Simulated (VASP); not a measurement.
Crystal: Si4Cl.

```
CELL_PARAMETERS angstrom
3.46457 0.00000 0.00000
0.00000 3.46457 0.00000
0.00000 0.00000 9.66866
ATOMIC_POSITIONS crystal
Si 0.50000 0.50000 0.50000
Si 0.50000 0.50000 0.00000
Si 0.50000 0.50000 0.73175
Si 0.50000 0.50000 0.26825
Cl 0.00000 0.00000 0.00000
```

The cell was built from a structure type or drawn by symmetry, and may not be a known phase.

| Item | Value |
| --- | --- |
| Program | VASP 6.6.1 |
| Task | relaxation of cell and atoms |
| Functional | PBE |
| Potentials or basis | VASP PAW PBE potentials, release 64 (Si, Cl) |
| Cutoff | 600 eV |
| k mesh | 6 × 6 × 2 |
| Occupations | gaussian, width 0.1 eV |
| Spin | no spin polarisation |

At the start: pressure -0.3 GPa; volume 23.21 Å³/atom.

Q: Where does the relaxation end?

A: Over 10 steps the energy falls by 33.1 meV/atom and the volume is 21.66 Å³/atom (-6.7 %); space group P4/mmm (No. 123, to 0.1 Å) before and after.

The path:
```
step  energy change (eV)  largest force (eV/Å)  pressure (GPa)  volume (Å³)
   1              0.0000                0.4592           -0.29       116.06
   2             -0.1014                0.1430           -1.10       115.25
   3             -0.1101                0.1565           -1.10       115.02
   4             -0.1198                0.1988           -1.43       114.50
   5             -0.1480                0.2463           -0.27       110.52
   6             -0.1518                0.2684            0.36       108.65
   7             -0.1612                0.1614            0.23       108.10
   8             -0.1625                0.0622            0.19       107.78
   9             -0.1626                0.0854            0.19       107.84
  10             -0.1653                0.0140            0.05       108.28
```

Final structure:
```
Si Cl
1.0
     3.27616    0.00000    0.00000
     0.00000    3.27616    0.00000
     0.00000    0.00000   10.08849
Si Cl
4 1
Direct
  0.50000 0.50000 0.50000
  0.50000 0.50000 0.00000
  0.50000 0.50000 0.74226
  0.50000 0.50000 0.25775
  0.00000 0.00000 0.00000
```

Caveat: an odd number of electrons without spin polarisation forces a metal; a magnetic or distorted state may lie lower.
